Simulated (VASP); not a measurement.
Write the native input for VASP 6.6.1 that does the following.

| Property | Result |
| --- | --- |
| Task | relaxation of the atoms |
| Functional | PBE |
| Potentials or basis | VASP PAW PBE potentials, release 64 (Mn_pv, O) |
| Cutoff | 520 eV |
| k mesh | 3 × 3 × 3 |
| Occupations | fermi-dirac, width 0.1 eV |
| Spin | collinear spin, antiferromagnetic start |
| Starting moments | [4.73, -4.73, 0.0, 0.0] μB |
| Hubbard terms | Mn d U = 6.0 eV |
| Dipole correction | no |
| Further INCAR settings | ALGO = Normal; EDIFF = 1e-07; IBRION = 2; EDIFFG = -0.01; NSW = 50 |

The structure of MnO lies in POSCAR:

```
MnO
1.0
    4.4670000000      2.2335000000      2.2335000000
    2.2335000000      4.4670000000      2.2335000000
    2.2335000000      2.2335000000      4.4670000000
Mn O
2 2
Direct
    0.0000000000      0.0000000000      0.0000000000
    0.5000000000      0.5000000000      0.5000000000
    0.2472000000      0.2618000000      0.2556000000
    0.7601000000      0.7421000000      0.7498000000
```

These files were run (other wordings do the same):

INCAR

```
PREC = Accurate ; ENCUT = 520
EDIFF = 1E-7 ; ISMEAR = -1
SIGMA = 0.1 ; LREAL = F
LASPH = T ; NELM = 200
ALGO = Normal ; ISIF = 2
LWAVE = F ; LCHARG = F
ISPIN = 2 ; MAGMOM = 4.73 -4.73 0 0
LORBIT = 11 ; LMAXMIX = 4
LDAU = T ; LDAUTYPE = 2
LDAUL = 2 -1 ; LDAUU = 6 0
LDAUJ = 0 0 ; LDAUPRINT = 1
GGA = PE ; IBRION = 2
NSW = 50 ; EDIFFG = -0.01
GGA_COMPAT = F ; NELMIN = 4
```

KPOINTS

```
Automatic mesh
0
Gamma
  3 3 3
```

Potentials or basis: VASP PAW PBE potentials, release 64 (Mn_pv, O).

Command:

```sh
$ cat potpaw_PBE.64/Mn_pv/POTCAR potpaw_PBE.64/O/POTCAR > POTCAR
$ mpirun -np 1 vasp_std > vasp.out
```

It gave:

- Energy gained by relaxing: 6.6 meV/atom
- Ionic steps: 9
- Pressure after relaxing: 4.6 GPa
- Band gap on the k mesh: 2.14 eV
- Net moment: 0.00 μB per cell
- Site moments: Mn +4.64, -4.64; O -0.00, +0.00 μB
- Valence electrons inside the program's atomic spheres: Mn 11.34; O 5.01

Caveat: the k points lie up to 0.78 Å⁻¹ apart.

It took 18 min on 1 thread of Intel Xeon 8259CL, with other jobs on the host, peak memory 0.31 GiB.
